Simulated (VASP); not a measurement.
# GaP (I-4m2) in VASP: single point with PBEsol

Aim: the single point of GaP with PBEsol.

Everything below comes from runs of VASP 6.6.1. Logs are shortened: lines on timing, memory, paths and dates and some standing lists are left out, and cuts for length are marked.

## (1) The cell of the first run

The structure is tetragonal, space group I-4m2 (No. 119). The conventional cell has a = 3.923 Å, b = 3.923 Å, c = 5.340 Å, α = 90.00°, β = 90.00°, γ = 90.00°. Ga (site symmetry -4m2) has 4 P at 2.37 Å within 3.1 Å. Within 3.1 Å of P (site symmetry -4m2) lie 4 Ga at 2.37 Å.

## (2) Single point, PBEsol, non-collinear spin, zero start, spin-orbit coupling (film at in-plane strain +0.02)

File INCAR:

```
ALGO = Normal
EDIFF = 1E-7
ENCUT = 520
GGA = PS
GGA_COMPAT = F
ISIF = 2
ISMEAR = 0
LASPH = T
LCHARG = F
LORBIT = 11
LORBMOM = T
LREAL = F
LSORBIT = T
LWAVE = F
MAGMOM = 0 0 0 0 0 0
NBANDS = 30
NELM = 150
PREC = Accurate
SIGMA = 0.01
```

File KPOINTS:

```
k-points
0
Gamma
  8 8 8
```

File POSCAR:

```
GaP
1.0
    2.7736494034      2.7736494034      0.0000000000
   -2.7736494034      2.7736494034      0.0000000000
    0.0000000000      2.7736494034      2.6699968178
Ga P
1 1
Direct
    0.0000000000      0.0000000000      0.0000000000
    0.7500000000      0.2500000000      0.5000000000
```

Potentials or basis: VASP PAW PBE potentials, release 64 (Ga_d, P).

Command:

```
$ cat potpaw_PBE.64/Ga_d/POTCAR potpaw_PBE.64/P/POTCAR > POTCAR
$ mpirun -np 1 vasp_ncl > vasp.out
```

OUTCAR:

```text
EDIFF = 1E-7
   ENCUT = 520
   GGA = PS
   ISIF = 2
   ISMEAR = 0
   LASPH = T
   LORBIT = 11
   LREAL = F
   LSORBIT = T
   NELM = 150
   PREC = Accurate

 ion  position               nearest neighbor table
   1  0.000  0.000  0.000-   2 2.37   2 2.37   2 2.37   2 2.37
   2  0.750  0.250  0.500-   1 2.37   1 2.37   1 2.37   1 2.37

  LATTYP: Found a body centered tetragonal cell.
 ALAT       =     3.9225326036
 C/A-ratio  =     1.3613637349

  Lattice vectors:

 A1 = (   2.7736494034,   0.0000000000,  -2.6699968178)
 A2 = (  -2.7736494034,   0.0000000000,  -2.6699968178)
 A3 = (   0.0000000000,   2.7736494034,   2.6699968178)

Analysis of symmetry for initial positions (statically):
=====================================================================
 Subroutine PRICEL returns:
 Original cell was already a primitive cell.

 Routine SETGRP: Setting up the symmetry group for a
 body centered tetragonal supercell.

 Subroutine GETGRP returns: Found  8 space group operations
 (whereof  8 operations were pure point group operations)
 out of a pool of 16 trial point group operations.

The static configuration has the point symmetry D_2d.

Analysis of symmetry for dynamics (positions and initial velocities):
=====================================================================
 Subroutine PRICEL returns:
 Original cell was already a primitive cell.

 Routine SETGRP: Setting up the symmetry group for a
 body centered tetragonal supercell.

 Subroutine GETGRP returns: Found  8 space group operations
 (whereof  8 operations were pure point group operations)
 out of a pool of 16 trial point group operations.

The dynamic configuration has the point symmetry D_2d.

Analysis of structural, dynamic, and magnetic symmetry:
=====================================================================
 Subroutine PRICEL returns:
 Original cell was already a primitive cell.

 Routine SETGRP: Setting up the symmetry group for a
 body centered tetragonal supercell.

 Subroutine GETGRP returns: Found  8 space group operations
 (whereof  8 operations were pure point group operations)
 out of a pool of 16 trial point group operations.

The overall configuration has the point symmetry D_2d.

[... 972 lines left out ...]
      0.00000      0.00000      0.00000         0.000000     -0.000000      0.000000
      1.38682      4.16047      1.33500        -0.000000      0.000000      0.000000
 -----------------------------------------------------------------------------------
    total drift:                               -0.000001      0.000000     -0.000000

  FREE ENERGIE OF THE ION-ELECTRON SYSTEM (eV)
  ---------------------------------------------------
  free  energy   TOTEN  =        -9.9135586880 eV

  energy  without entropy=       -9.9135586880  energy(sigma->0) =       -9.91355869

 orbital moment (x)

 # of ion     p       d       tot
 ----------------------------------------
  1        -0.000  -0.000  -0.000
  2         0.000   0.000   0.000
 ----------------------------------------
            0.000  -0.000  -0.000

 orbital moment (y)

 # of ion     p       d       tot
 ----------------------------------------
  1        -0.000  -0.000  -0.000
  2         0.000   0.000   0.000
 ----------------------------------------
            0.000  -0.000   0.000

 orbital moment (z)

 # of ion     p       d       tot
 ----------------------------------------
  1         0.000  -0.000   0.000
  2         0.000   0.000   0.000
 ----------------------------------------
            0.000  -0.000   0.000

 Spin-Orbit-Coupling matrix elements

 Ion:    1  E_soc:     -0.0116938
 l=   1
     0.0000000    -0.0010924    -0.0010947
    -0.0010924     0.0000000    -0.0010924
    -0.0010947    -0.0010924     0.0000000
 l=   2
     0.0000000    -0.0001742     0.0000000    -0.0001742    -0.0006815
    -0.0001742     0.0000000    -0.0005112    -0.0001739    -0.0001705
     0.0000000    -0.0005112     0.0000000    -0.0005112     0.0000000
    -0.0001742    -0.0001739    -0.0005112     0.0000000    -0.0001705
    -0.0006815    -0.0001705     0.0000000    -0.0001705     0.0000000
 l=   3
     0.0000000     0.0000000     0.0000000     0.0000000     0.0000000     0.0000000     0.0000000
     0.0000000     0.0000000     0.0000000     0.0000000     0.0000000     0.0000000     0.0000000
     0.0000000     0.0000000     0.0000000     0.0000000     0.0000000     0.0000000     0.0000000
     0.0000000     0.0000000     0.0000000     0.0000000     0.0000000     0.0000000     0.0000000
     0.0000000     0.0000000     0.0000000     0.0000000     0.0000000     0.0000000     0.0000000
     0.0000000     0.0000000     0.0000000     0.0000000     0.0000000     0.0000000     0.0000000
     0.0000000     0.0000000     0.0000000     0.0000000     0.0000000     0.0000000     0.0000000

 Ion:    2  E_soc:     -0.0008952
 l=   1
     0.0000000    -0.0001503    -0.0001470
    -0.0001503     0.0000000    -0.0001503
    -0.0001470    -0.0001503     0.0000000
 l=   2
     0.0000000     0.0000000     0.0000000     0.0000000     0.0000000
     0.0000000     0.0000000     0.0000000     0.0000000     0.0000000
     0.0000000     0.0000000     0.0000000     0.0000000     0.0000000
     0.0000000     0.0000000     0.0000000     0.0000000     0.0000000
     0.0000000     0.0000000     0.0000000     0.0000000     0.0000000
 l=   3
     0.0000000     0.0000000     0.0000000     0.0000000     0.0000000     0.0000000     0.0000000
     0.0000000     0.0000000     0.0000000     0.0000000     0.0000000     0.0000000     0.0000000
     0.0000000     0.0000000     0.0000000     0.0000000     0.0000000     0.0000000     0.0000000
     0.0000000     0.0000000     0.0000000     0.0000000     0.0000000     0.0000000     0.0000000
     0.0000000     0.0000000     0.0000000     0.0000000     0.0000000     0.0000000     0.0000000
     0.0000000     0.0000000     0.0000000     0.0000000     0.0000000     0.0000000     0.0000000
     0.0000000     0.0000000     0.0000000     0.0000000     0.0000000     0.0000000     0.0000000

 total charge

# of ion       s       p       d       tot
------------------------------------------
    1        0.863   0.836  10.009  11.708
    2        1.019   1.498   0.000   2.517
--------------------------------------------------
tot          1.882   2.334  10.009  14.225

 magnetization (x)

# of ion       s       p       d       tot
------------------------------------------
    1        0.000   0.000   0.000   0.000
    2        0.000   0.000   0.000   0.000
--------------------------------------------------
tot          0.000   0.000   0.000   0.000

 magnetization (y)

# of ion       s       p       d       tot
------------------------------------------
    1        0.000   0.000   0.000   0.000
    2        0.000   0.000   0.000   0.000
--------------------------------------------------
tot          0.000   0.000   0.000   0.000

 magnetization (z)

# of ion       s       p       d       tot
------------------------------------------
    1        0.000   0.000   0.000   0.000
    2        0.000  -0.000   0.000  -0.000
--------------------------------------------------
tot          0.000   0.000   0.000   0.000
```

stdout:

```text
POSCAR found type information on POSCAR GaP
 POSCAR found :  2 types and       2 ions
 scaLAPACK will be used
 -----------------------------------------------------------------------------
|                                                                             |
|                                                                             |
|     You enforced a specific xc type in the INCAR file but a different       |
|     I HOPE YOU KNOW WHAT YOU ARE DOING!                                     |
|                                                                             |
 -----------------------------------------------------------------------------

 LDA part: xc-table for (Slater+PW92), standard interpolation
 POSCAR, INCAR and KPOINTS ok, starting setup
 FFT: planning ... GRIDC
 FFT: planning ... GRID_SOFT
 FFT: planning ... GRID
 WAVECAR not read
 entering main loop
```

It took 7.9 min on 1 thread of Intel Xeon 8259CL, shared host; peak memory 0.37 GiB.

Results:

```
Free energy                                           : -9.9136 eV
Pressure                                              : -1.9 GPa
Net moment                                            : 0.00 μB per cell
Valence electrons inside the program's atomic spheres : Ga 11.71; P 2.52
```

Moments on the atoms (μB; x, y, z):
```
Ga  0.00 0.00 0.00
P   0.00 0.00 0.00
```

Caveat: the cell differs from its parent crystal (film at in-plane strain +0.02); the PAW data sets were made with another functional, which shifts forces and pressure a little.
